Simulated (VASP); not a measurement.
# C (Cmme) in VASP: notebook

C is run at these levels: PBEsol; tasks: single point.

Program: VASP 6.6.1. These are calculated values, not measurements. Logs are shortened: lines on timing, memory, paths and dates and some standing lists are left out, and cuts for length are marked.

## 1. The cell of the first run

The typed cell holds 4 atoms: a = 2.631 Å, b = 2.631 Å, c = 7.378 Å, α = 90.00°, β = 90.00°, γ = 119.99°.

## 2. Single point, PBEsol (normal strain along x +0.0700, normal strain along y +0.0700)

The input, INCAR:

```
ALGO = Normal
EDIFF = 1E-7
ENCUT = 520
GGA = PS
ISIF = 2
ISMEAR = 0
LASPH = T
LCHARG = T
LELF = T
LREAL = F
LVHAR = T
LWAVE = F
NBANDS = 16
NELM = 80
PREC = Accurate
SIGMA = 0.15
```

The input, KPOINTS:

```
k-points
0
Gamma
  18 18 6
```

The input, POSCAR:

```
C
1.0
    1.3155378420     -2.2781208991      0.0000000000
    1.3155378420      2.2781208991      0.0000000000
    0.0000000000      0.0000000000      7.3778182888
C
4
Direct
    0.0833216498      0.9166783502      0.7498439858
    0.5833216498      0.4166783502      0.2501560142
    0.9166783502      0.0833216498      0.2501560142
    0.4166783502      0.5833216498      0.7498439858
```

Potentials or basis: VASP PAW PBE potentials, release 64 (C).

Launch:

```console
> cat potpaw_PBE.64/C/POTCAR > POTCAR
> mpirun -np 1 vasp_std > vasp.out
```

OUTCAR:

```text
EDIFF = 1E-7
   ENCUT = 520
   GGA = PS
   ISIF = 2
   ISMEAR = 0
   LASPH = T
   LREAL = F
   NELM = 80
   PREC = Accurate

 ion  position               nearest neighbor table
   1  0.083  0.917  0.750-   4 1.52   4 1.52   4 1.52
   2  0.583  0.417  0.250-   3 1.52   3 1.52   3 1.52
   3  0.917  0.083  0.250-   2 1.52   2 1.52   2 1.52
   4  0.417  0.583  0.750-   1 1.52   1 1.52   1 1.52

  LATTYP: Found a base centered orthorhombic cell.
 ALAT       =     2.6310756840
 B/A-ratio  =     1.7317030543
 C/A-ratio  =     2.8041072074

  Lattice vectors:

 A1 = (   1.3155378420,  -2.2781208991,   0.0000000000)
 A2 = (   1.3155378420,   2.2781208991,   0.0000000000)
 A3 = (   0.0000000000,   0.0000000000,   7.3778182888)

Analysis of symmetry for initial positions (statically):
=====================================================================
 Subroutine PRICEL returns:
 Original cell was already a primitive cell.

 Routine SETGRP: Setting up the symmetry group for a
 base centered orthorhombic supercell.

 Subroutine GETGRP returns: Found  8 space group operations
 (whereof  4 operations were pure point group operations)
 out of a pool of  8 trial point group operations.

The static configuration has the point symmetry C_2h.
 The point group associated with its full space group is D_2h.

Analysis of symmetry for dynamics (positions and initial velocities):
=====================================================================
 Subroutine PRICEL returns:
 Original cell was already a primitive cell.

 Routine SETGRP: Setting up the symmetry group for a
 base centered orthorhombic supercell.

 Subroutine GETGRP returns: Found  8 space group operations
 (whereof  4 operations were pure point group operations)
 out of a pool of  8 trial point group operations.

The dynamic configuration has the point symmetry C_2h.
 The point group associated with its full space group is D_2h.

 Subroutine INISYM returns: Found  8 space group operations
 (whereof  4 operations are pure point group operations),
 and found     1 'primitive' translations

----------------------------------------------------------------------------------------

                                     Primitive cell

  volume of cell :      44.2220

  direct lattice vectors                    reciprocal lattice vectors
     1.315537842 -2.278120899  0.000000000     0.380072685 -0.219479133  0.000000000
     1.315537842  2.278120899  0.000000000     0.380072685  0.219479133  0.000000000
     0.000000000  0.000000000  7.377818289     0.000000000  0.000000000  0.135541424

  length of vectors
     2.630679502  2.630679502  7.377818289     0.438892169  0.438892169  0.135541424

  position of ions in fractional coordinates (direct lattice)
     0.083321650  0.916678350  0.749843986
     0.583321650  0.416678350  0.250156014
     0.916678350  0.083321650  0.250156014
     0.416678350  0.583321650  0.749843986

  ion indices of the primitive-cell ions
   primitive index   ion index
                 1           1
                 2           2
                 3           3
                 4           4

----------------------------------------------------------------------------------------

 KPOINTS: k-points

Automatic generation of k-mesh.
 Grid dimensions read from file:
 generate k-points for:   18   18    6

 Generating k-lattice:

  Cartesian coordinates                     Fractional coordinates (reciprocal lattice)
     0.021115149 -0.012193285  0.000000000     0.055555556  0.000000000  0.000000000
     0.021115149  0.012193285  0.000000000     0.000000000  0.055555556  0.000000000
     0.000000000  0.000000000  0.022590237     0.000000000  0.000000000  0.166666667

  Length of vectors
     0.024382898  0.024382898  0.022590237

  Shift w.r.t. Gamma in fractional coordinates (k-lattice)
     0.000000000  0.000000000  0.000000000

 Subroutine IBZKPT returns following result:
 ===========================================

 Found    364 irreducible k-points:

 Following reciprocal coordinates:
            Coordinates               Weight
  0.000000  0.000000  0.000000      1.000000
  0.055556  0.000000  0.000000      4.000000
  0.111111  0.000000  0.000000      4.000000
  0.166667  0.000000  0.000000      4.000000
  0.222222 -0.000000  0.000000      4.000000
  0.277778  0.000000  0.000000      4.000000
[... 16 lines left out ...]
 -0.277778  0.055556  0.000000      4.000000
 -0.222222  0.055556  0.000000      4.000000
 [... further k-points ...]
   k-points           NKPTS =    364   k-points in BZ     NKDIM =    364   number of bands    NBANDS=     16
   number of dos      NEDOS =    301   number of ions     NIONS =      4
   total plane-waves  NPLWV =  22400
   dimension x,y,z NGX =    20 NGY =   20 NGZ =   56
   dimension x,y,z NGXF=    40 NGYF=   40 NGZF=  112
   ions per type =               4
   NGX,Y,Z   is equivalent  to a cutoff of  12.64, 12.64, 12.62 a.u.
   NGXF,Y,Z  is equivalent  to a cutoff of  25.28, 25.28, 25.24 a.u.
 SYSTEM =  unknown system
   PREC   = accura    normal or accurate (medium, high low for compatibility)
   ISTART =      0    job   : 0-new  1-cont  2-samecut
   ICHARG =      2    charge: 1-file 2-atom 10-const
   ISPIN  =      1    spin polarized calculation?
   LNONCOLLINEAR =      F non collinear calculations
   LSORBIT =      F    spin-orbit coupling
   LASPH  =      T    aspherical Exc in radial PAW
   ENCUT  =  520.0 eV  38.22 Ry    6.18 a.u.   4.89  4.89 13.72*2*pi/ulx,y,z
   NELM   =     80;   NELMIN=  2; NELMDL= -5     # of ELM steps
   EDIFF  = 0.1E-06   stopping-criterion for ELM
   LREAL  =      F    real-space projection
   EDIFFG = 0.1E-05   stopping-criterion for IOM
   NSW    =      0    number of steps for IOM
   IBRION =     -1    ionic relax: 0-MD 1-quasi-New 2-CG
   NFREE  =      0    steps in history (QN), initial steepest desc. (CG)
   ISIF   =      2    stress and relaxation
   ISYM   =      2    0-nonsym 1-usesym 2-fastsym
   POTIM  = 0.5000    time-step for ionic-motion
   TEBEG  =    0.0;   TEEND  =   0.0 temperature during run
   PSTRESS=    0.0 pullay stress
   NELECT =      16.0000    total number of electrons
   NUPDOWN=      -1.0000    fix difference up-down
   EMIN   =  10.00;   EMAX   =-10.00  energy-range for DOS
   EFERMI =   0.00;   METHOD = LEGACY
   ISMEAR =     0;   SIGMA  =   0.15  broadening in eV -4-tet -1-fermi 0-gaus
   EFERMI_NEDOS =   21; number of points for ismear=-14 and -15
   IALGO  =     38    algorithm
   IMIX   =      4    mixing-type and parameters
     AMIX     =   0.40;   BMIX     =  1.00
     AMIX_MAG =   1.60;   BMIX_MAG =  1.00
  volume/ion in A,a.u.               =      11.06        74.61
  Fermi-wavevector in a.u.,A,eV,Ry     =   1.166547  2.204454 18.515233  1.360831
  Thomas-Fermi vector in A             =   2.303058
   LORBIT       =      0    0 simple, 1 ext, 2 COOP (PROOUT), +10 PAW based schemes
   GGA     = PS    functional components
   LHFCALC =     F    Hartree Fock is set to
   AEXX    =    0.0000 exact exchange contribution
   IVDW    =     0    specifies the selected vdW correction
   LEPSILON=     F    determine dielectric tensor
   LRPA    =     F    only Hartree local field effects (RPA)
 non-spin polarized calculation
 Gauss-broadening in eV      SIGMA  =   0.15
  energy-cutoff  :      520.00
  volume of cell :       44.22
 maximum number of plane-waves:      1226
   NGX =  9   NGY =  9   NGZ = 27

 number of electron      15.9999997 magnetization

 Free energy of the ion-electron system (eV)
  ---------------------------------------------------
  ext. energy  EPLUGINS =         0.00000000
  ---------------------------------------------------
  free energy    TOTEN  =       -37.47246466 eV

  energy without entropy =      -37.47152922  energy(sigma->0) =      -37.47199694

 E-fermi :   2.7468     XC(G=0):  -9.5154

 val. band max:        2.7460951510   @ k =   0.3333   0.3333   0.5000
 cond. band min:       2.7493890274   @ k =   0.3333   0.3333   0.5000
 fundamental gap:      0.0032938764
 Fermi energy:         2.7468049120

 k-point     1 :       0.0000    0.0000    0.0000
  band No.  band energies     occupation
      1     -15.2994      2.00000
      2     -15.1405      2.00000
      3      -4.2917      2.00000
      4      -2.9773      2.00000
      5      -0.2817      2.00000
      6      -0.2726      2.00000
[... 8 lines left out ...]
     15      11.3236      0.00000
     16      11.7104      0.00000

 k-point     2 :       0.0556    0.0000    0.0000
  band No.  band energies     occupation
      1     -15.2342      2.00000
      2     -15.0760      2.00000
      3      -4.2153      2.00000
      4      -2.9055      2.00000
      5      -0.5620      2.00000
      6      -0.5452      2.00000
[... 8 lines left out ...]
     15      11.4963      0.00000
     16      11.7837      0.00000

 k-point     3 :       0.1111    0.0000    0.0000
  band No.  band energies     occupation
      1     -15.0388      2.00000
      2     -14.8828      2.00000
      3      -3.9867      2.00000
      4      -2.6912      2.00000
      5      -1.3322      2.00000
      6      -1.3067      2.00000
[... 8 lines left out ...]
     15      11.3720      0.00000
     16      11.9746      0.00000

 k-point     4 :       0.1667    0.0000    0.0000
  band No.  band energies     occupation
      1     -14.7146      2.00000
      2     -14.5620      2.00000
      3      -3.6086      2.00000
      4      -2.4214      2.00000
      5      -2.3844      2.00000
      6      -2.3381      2.00000
[... 8 lines left out ...]
     15      11.9523      0.00000
     16      12.2589      0.00000

 k-point     5 :       0.2222   -0.0000    0.0000
  band No.  band energies     occupation
      1     -14.2635      2.00000
      2     -14.1159      2.00000
      3      -3.6795      2.00000
      4      -3.6303      2.00000
      5      -3.0861      2.00000
      6      -1.8537      2.00000
[... 8 lines left out ...]
     15      13.3077      0.00000
     16      13.3087      0.00000

 k-point     6 :       0.2778    0.0000    0.0000
  band No.  band energies     occupation
      1     -13.6893      2.00000
      2     -13.5479      2.00000
      3      -5.0028      2.00000
      4      -4.9416      2.00000
      5      -2.4281      2.00000
      6      -2.1675      2.00000
[... 8 lines left out ...]
     15      14.8075      0.00000
     16      14.8108      0.00000
[... 267 lines left out ...]
 k-point    21 :      -0.3889    0.0556    0.0000
  band No.  band energies     occupation
      1     -12.5666      2.00000
      2     -12.4386      2.00000
      3      -6.9413      2.00000
      4      -6.8666      2.00000
      5      -2.9439      2.00000
      6      -2.9266      2.00000
[... 8 lines left out ...]
     15      15.2387      0.00000
     16      16.1797      0.00000

 k-point    22 :      -0.3333    0.0556    0.0000
  band No.  band energies     occupation
      1     -13.3106      2.00000
      2     -13.1733      2.00000
      3      -5.6572      2.00000
      4      -5.5940      2.00000
      5      -2.5886      2.00000
      6      -2.5731      2.00000
[... 8 lines left out ...]
     15      14.4568      0.00000
     16      14.7905      0.00000

 k-point    23 :      -0.2778    0.0556    0.0000
  band No.  band energies     occupation
      1     -13.9436      2.00000
      2     -13.7993      2.00000
      3      -4.3501      2.00000
      4      -4.3004      2.00000
      5      -2.7187      2.00000
      6      -2.1403      2.00000
[... 8 lines left out ...]
     15      13.2340      0.00000
     16      13.3956      0.00000

 k-point    24 :      -0.2222    0.0556    0.0000
  band No.  band energies     occupation
      1     -14.4564      2.00000
      2     -14.3065      2.00000
      3      -3.3094      2.00000
      4      -3.0831      2.00000
      5      -3.0486      2.00000
      6      -2.0585      2.00000
[... 8 lines left out ...]
     15      12.1161      0.00000
     16      12.4728      0.00000

 [... further k-points ...]

------------------------ aborting loop because EDIFF is reached ----------------------------------------

  FORCE on cell =-STRESS in cart. coord.  units (eV):
  Direction    XX          YY          ZZ          XY          YZ          ZX
  --------------------------------------------------------------------------------------
  -------------------------------------------------------------------------------------
  Total      -15.7186646    -15.7356251      0.0133695      0.0000000      0.0000000      0.0000000
  in kB     -569.4927047   -570.1071917      0.4843826      0.0000000      0.0000000      0.0000000
  external PRESSURE =    -379.7051713 kB  Pullay stress =       0.0000000 kB

 VOLUME and BASIS-vectors are now :
 -----------------------------------------------------------------------------
  energy-cutoff  :      520.00
  volume of cell :       44.22
      direct lattice vectors                 reciprocal lattice vectors
     1.315537842 -2.278120899  0.000000000     0.380072685 -0.219479133  0.000000000
     1.315537842  2.278120899  0.000000000     0.380072685  0.219479133  0.000000000
     0.000000000  0.000000000  7.377818289     0.000000000  0.000000000  0.135541424

 POSITION                                       TOTAL-FORCE (eV/Angst)
 -----------------------------------------------------------------------------------
      1.31554      1.89849      5.53221         0.000000     -0.001012      0.000159
      1.31554     -0.37963      1.84561         0.000000     -0.001012     -0.000159
      1.31554     -1.89849      1.84561         0.000000      0.001012     -0.000159
      1.31554      0.37963      5.53221         0.000000      0.001012      0.000159
 -----------------------------------------------------------------------------------
    total drift:                                0.000000      0.000000     -0.000000

  FREE ENERGIE OF THE ION-ELECTRON SYSTEM (eV)
  ---------------------------------------------------
  free  energy   TOTEN  =       -37.4724646617 eV

  energy  without entropy=      -37.4715292213  energy(sigma->0) =      -37.47199694
```

It took 3.5 min on 1 thread of Intel Xeon 8259CL, shared host; peak memory 0.29 GiB.

What came out:

```yaml
Free_energy: -37.4725 eV
Pressure: -38.0 GPa
Band_gap_on_the_k_mesh: zero (filled and empty bands touch)
```

Stress tensor (GPa, compression positive):
```
-56.95   0.00   0.00
  0.00 -57.01   0.00
  0.00   0.00   0.05
```

Caveat: the cell differs from its parent crystal (normal strain along x +0.0700, normal strain along y +0.0700); the stress differs along the axes, from -57 to 0 GPa; this functional lacks dispersion, which binds layers or chains, so the pressure and a relaxed spacing across them are unreliable; the PAW data sets were made with another functional, which shifts forces and pressure a little.

## 3. Single point, PBEsol (normal strain along x -0.0700, normal strain along y -0.0233)

The input, INCAR:

```
PREC     = Accurate       # precision mode
ENCUT    = 520            # plane-wave cutoff, eV
EDIFF    = 1E-6           # SCF threshold, eV
ISMEAR   = 0              # smearing method
SIGMA    = 0.15           # smearing width, eV
LREAL    = F              # projectors in reciprocal space
LASPH    = T              # aspherical terms in the spheres
NELM     = 100            # most SCF steps
ALGO     = Normal         # electronic algorithm
ISIF     = 2              # what is computed and relaxed
LWAVE    = F              # write WAVECAR
LCHARG   = F              # write CHGCAR
GGA      = PS             # functional
NBANDS   = 16             # bands
```

The input, KPOINTS:

```
Automatic mesh
0
Gamma
  18 18 6
```

Edit POSCAR of step 2 so:

```diff
@@ -2,4 +2,4 @@
 1.0
-    1.3155378420     -2.2781208991      0.0000000000
-    1.3155378420      2.2781208991      0.0000000000
+    1.1434113954     -2.0794772730      0.0000000000
+    1.1434113954      2.0794772730      0.0000000000
     0.0000000000      0.0000000000      7.3778182888
```

Potentials or basis: VASP PAW PBE potentials, release 64 (C).

Launch:

```console
> cat potpaw_PBE.64/C/POTCAR > POTCAR
> mpirun -np 1 vasp_std > vasp.out
```

Run time: 3 min. Hardware: 1 thread of Intel Xeon Platinum 8488C (Sapphire Rapids), shared host; peak memory 0.25 GiB.

Results (log left out):

```yaml
Free_energy: -37.7244 eV
Pressure: 46.6 GPa
Largest_force: 1.203 eV/Å
```

Forces in eV/Å, atoms in the order of the input:
```
C    0.000 -1.203  0.000
C    0.000 -1.203  0.000
C    0.000  1.203  0.000
C    0.000  1.203  0.000
```

Stress tensor (GPa, compression positive):
```
95.56  0.00  0.00
 0.00 44.17  0.00
 0.00  0.00 -0.07
```

Caveat: the cell differs from its parent crystal (normal strain along x -0.0700, normal strain along y -0.0233); the stress differs along the axes, from -0 to 96 GPa; this functional lacks dispersion, which binds layers or chains, so the pressure and a relaxed spacing across them are unreliable; the PAW data sets were made with another functional, which shifts forces and pressure a little.

(Continued in part 2 of 2.)
